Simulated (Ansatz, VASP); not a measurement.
**Y in VASP and in Ansatz**

INCAR

```
SYSTEM = Y
PREC = Accurate ; ENCUT = 520
EDIFF = 1E-7 ; ISMEAR = 0
SIGMA = 0.1 ; LREAL = .False.
LASPH = .True. ; NELM = 60
ALGO = Normal ; ISIF = 2
LWAVE = .False. ; LCHARG = .False.
GGA = PE ; NBANDS = 18
```

KPOINTS

```
Automatic mesh
0
Gamma
  12 12 6
  0 0 0
```

Contents of POSCAR:

```
Y
1.0
    3.6571046552      0.0000000000      0.0000000000
   -1.8285523276      3.1671455357      0.0000000000
    0.0000000000      0.0000000000      5.6740659744
Y
2
Direct
    0.3333333333      0.6666666667      0.2500000000
    0.6666666667      0.3333333333      0.7500000000
```

Input for Ansatz:

```yaml
crystal:
  lattice:
    - [3.6571046517, 0.0, 0.0]
    - [-1.8285523259, 3.1671455327, 0.0]
    - [0.0, 0.0, 5.674065978]
  atoms:
    - { symbol: "Y", position: [0.3333333333, 0.6666666667, 0.25] }
    - { symbol: "Y", position: [0.6666666667, 0.3333333333, 0.75] }
basis:
  ecutwfc: 420
kpoints:
  mp_grid: { grid: [12, 12, 6] }
hamiltonian:
  xc: pbe
scf:
  occupations: { method: gaussian, width: 0.1 }
output:
  forces: true
  stress: true
  eigenvalues: true
  write_density: true
  write_potential: true
  elf: true
  volumetric_format: npy
```

Alike in both runs: task single point; functional PBE; k mesh 12 × 12 × 6; occupations gaussian, width 0.1 eV; no spin polarisation.

```csv
,VASP,Ansatz
version,VASP 6.6.1,Ansatz 0.2.0
potentials or method,"VASP PAW PBE potentials, release 64 (Y_sv), cutoff 520 eV","scalar-relativistic, plane waves, PAW"
valence electrons in the cell,22,22
```

VASP gave:

| Property | Result |
| --- | --- |
| gap on the k mesh at the Fermi level (eV) | none |
| pressure (GPa) | -0.1 |

Problem. Which values does Ansatz return?

Solution. gap on the k mesh at the Fermi level (eV): none; pressure (GPa): 0.0.

A gap of «none» marks a metal or a gap that the smearing closes. With one functional, cell and mesh, what is left measures potentials, basis and numerics.
